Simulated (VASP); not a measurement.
A run of VASP 6.6.1 is set up as follows.

INCAR

```
PREC = Accurate ; ENCUT = 600
EDIFF = 1E-7 ; ISMEAR = 0
SIGMA = 0.1 ; LREAL = False
LASPH = True ; NELM = 100
ALGO = Normal ; ISIF = 3
LWAVE = False ; LCHARG = False
GGA = PE ; IBRION = 2
NSW = 100 ; EDIFFG = -0.002
```

KPOINTS

```
Automatic mesh
0
Gamma
  10 10 10
```

Contents of POSCAR:

```
Rb
1.0
   -2.8025000000      2.8025000000      2.8025000000
    2.8025000000     -2.8025000000      2.8025000000
    2.8025000000      2.8025000000     -2.8025000000
Rb
1
Direct
    0.0000000000      0.0000000000      0.0000000000
```

Potentials or basis: VASP PAW PBE potentials, release 64 (Rb_sv).

The run is started by

```console
$ cat potpaw_PBE.64/Rb_sv/POTCAR > POTCAR
$ mpirun -np 1 vasp_std > vasp.out
```

Problem. What does it give for the space group after relaxing (to 0.1 Å)?

Solution. Im-3m (No. 229).

Problem. Estimate the relaxed volume.

Solution. 91.26 Å³/atom.

Problem. Estimate the band gap on the k mesh.

Solution. Zero (an odd number of electrons rules out a gap without spin polarisation).

Final structure:
```
Rb
1.0
    -2.83624    2.83624    2.83624
     2.83624   -2.83624    2.83624
     2.83624    2.83624   -2.83624
Rb
1
Direct
  0.00000 0.00000 0.00000
```

PBE usually gives volumes a little too large and moduli too small. Zero-point motion and thermal expansion aren't in these numbers.
